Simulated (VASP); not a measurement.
Write the native input for VASP 6.6.1 that does the following.

* Task: single point
* Functional: PBE
* Potentials or basis: VASP PAW PBE potentials, release 64 (Al, N)
* Cutoff: 520 eV
* k mesh: 6 × 6 × 6
* Occupations: gaussian, width 0.1 eV
* Spin: no spin polarisation
* Dipole correction: no
* Further INCAR settings: ALGO = Normal; EDIFF = 1e-07; NBANDS = 11

The structure of AlN lies in POSCAR:

```
AlN
1.0
    3.4191246600      0.0000000000      0.0000000000
   -1.7095623300      2.9610488100      0.0000000000
    0.0000000000      0.0000000000      3.0555496700
Al N
1 1
Direct
    0.0000000000      0.0000000000      0.5000000000
    0.0000000000      0.0000000000      0.0000000000
```

The cell was built from a structure type or drawn by symmetry, and may not be a known phase.

The input as run:

INCAR

```
PREC = Accurate
ENCUT = 520
EDIFF = 1E-7
ISMEAR = 0
SIGMA = 0.1
LREAL = False
LASPH = True
NELM = 100
ALGO = Normal
ISIF = 2
LWAVE = False
LCHARG = False
GGA = PE
NBANDS = 11
```

KPOINTS

```
Automatic mesh
0
Gamma
  6 6 6
```

Potentials or basis: VASP PAW PBE potentials, release 64 (Al, N).

Command:

```console
$ cat potpaw_PBE.64/Al/POTCAR potpaw_PBE.64/N/POTCAR > POTCAR
$ mpirun -np 1 vasp_std > vasp.out
```

It gave:

```json
{
  "Pressure": "51.0 GPa"
}
```

Caveat: the cell stands under pressure.

It took 7.8 s on 1 thread of Intel Xeon 8259CL, with other jobs on the host, peak memory 0.14 GiB.
